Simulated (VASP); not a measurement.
Runs of VASP 6.6.1 on CuO. Symmetry: P6_3/mmc, No. 194, hexagonal system. Conventional cell: a = 3.180 Å, b = 3.180 Å, c = 4.431 Å, α = 90.00°, β = 90.00°, γ = 120.00°. Within 2.8 Å of Cu (site symmetry -3m) lie 6 O at 2.14 Å and 2 Cu at 2.22 Å. Within 2.9 Å of O (site symmetry -6m2) lie 6 Cu at 2.14 Å and 6 O at 2.88 Å. 

```csv
spin,fixed moment (μB),pressure (GPa),moment (μB)
"collinear, ferromagnetic start",4.4,-14.1,4.40
"collinear, zero start",0.0,(a),0.00
"collinear, ferromagnetic start",4.0,-16.5,4.00
collinear,-,-16.5,4.00
```

Alike in all rows: task single point; level LDA+U; potentials or basis VASP PAW LDA potentials, release 64 (Cu, O); Cu d U = 8.0 eV; cell as given; k mesh 7 × 7 × 2; cutoff (eV) 600; smearing gaussian 0.05 eV.

Question: Fill in the values left out.

Answer: (a) -17.8.

Caveats: the total moment is fixed, so each spin has its own Fermi level and the state may be an excited one (at least some runs); the stress differs along the axes, from -29 to 9 GPa (at least some runs); the stress differs along the axes, from -27 to 11 GPa (at least some runs); the stress differs along the axes, from -30 to 6 GPa (at least some runs); the total moment is fixed, so each spin has its own Fermi level (at least some runs).
